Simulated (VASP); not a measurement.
## Si2C3: single point with PBE

Crystal: Si2C3.

```
Si C
1.0
     3.70988    0.00000    0.00000
     0.00000    3.70988    0.00000
     0.00000    0.00000    4.84049
Si C
2 3
Direct
  0.00000 0.00000 0.00000
  0.00000 0.00000 0.50000
  0.50000 0.50000 0.00000
  0.50000 0.00000 0.00000
  0.00000 0.50000 0.00000
```

```
Program             : VASP 6.6.1
Task                : single point
Functional          : PBE
Potentials or basis : VASP PAW PBE potentials, release 64 (Si, C)
Cutoff              : 600 eV
k mesh              : 4 × 4 × 4
Occupations         : gaussian, width 0.2 eV
Spin                : no spin polarisation
```

```
Pressure               : -0.1 GPa
Band gap on the k mesh : zero (band 10 reaches 6.19 eV, above the bottom of band 11 at 4.53 eV)
```

Stress tensor (GPa, compression positive):
```
-0.06  0.00  0.00
 0.00 -0.06  0.00
 0.00  0.00 -0.28
```

Levels at points of the mesh, in eV from the Fermi level:
```csv
k point,band 6,band 7,band 8,band 9,band 10,band 11,band 12,band 13,band 14,band 15
"(0.00, 0.00, 0.00)",-6.54,-4.66,-1.77,-1.77,0.23,0.80,2.48,2.48,3.50,5.04
"(0.50, 0.00, 0.00)",-5.02,-4.87,-3.78,-3.40,-1.24,2.18,2.54,2.62,3.00,3.81
"(0.50, 0.50, 0.00)",-3.30,-1.66,-1.66,-0.67,-0.48,-0.48,0.15,2.43,3.78,3.78
"(0.00, 0.00, 0.50)",-5.95,-2.29,-1.72,-1.72,-0.05,0.38,1.41,1.41,1.79,5.89
"(0.50, 0.00, 0.50)",-4.93,-4.88,-4.66,-0.08,0.14,1.01,2.02,2.78,3.80,3.91
"(0.50, 0.50, 0.50)",-3.23,-3.23,-1.18,0.16,0.95,2.44,2.49,2.49,3.58,3.58
```

Run time: 21 s on 1 thread of Intel(R) Xeon(R) Platinum 8375C CPU @ 2.90GHz (Ice Lake), on a shared host, peak memory 0.18 GiB.

Caveat: the k points lie up to 0.42 Å⁻¹ apart.
